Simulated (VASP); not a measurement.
A run of VASP 6.6.1:

Contents of INCAR:

```
SYSTEM = NbP
  PREC = Accurate
  ENCUT = 600
  EDIFF = 1E-6
  ISMEAR = 0
  SIGMA = 0.1
  LREAL = .FALSE.
  LASPH = .TRUE.
  NELM = 100
  ALGO = Normal
  ISIF = 3
  LWAVE = .FALSE.
  LCHARG = .FALSE.
  GGA = PS
  IBRION = 2
  NSW = 80
  EDIFFG = -0.01
```

The input KPOINTS:

```
Automatic mesh
0
G
  12 12 12
  0 0 0
```

Contents of POSCAR:

```
NbP
1.0
    3.3046789957      0.0000000000      0.0000000000
   -1.6523394978      2.8619359617      0.0000000000
    0.0000000000      0.0000000000      3.3031694677
Nb P
1 1
Direct
    0.3333333333      0.6666666667      0.5000000000
    0.0000000000      0.0000000000      0.0000000000
```

Potentials or basis: VASP PAW PBE potentials, release 64 (Nb_sv, P).

The run is started by

```sh
$ cat potpaw_PBE.64/Nb_sv/POTCAR potpaw_PBE.64/P/POTCAR > POTCAR
$ mpirun -np 1 vasp_std > vasp.out
```

Hardware: 1 thread of Intel(R) Xeon(R) 6975P-C (Granite Rapids), with other jobs on the host.

Question: Estimate the wall time of this run.

Answer: It took 97 s on 1 thread of Intel(R) Xeon(R) 6975P-C (Granite Rapids) (shared host), peak memory 0.21 GiB. Counts: scf iterations 44, k points 133, ion steps 7.
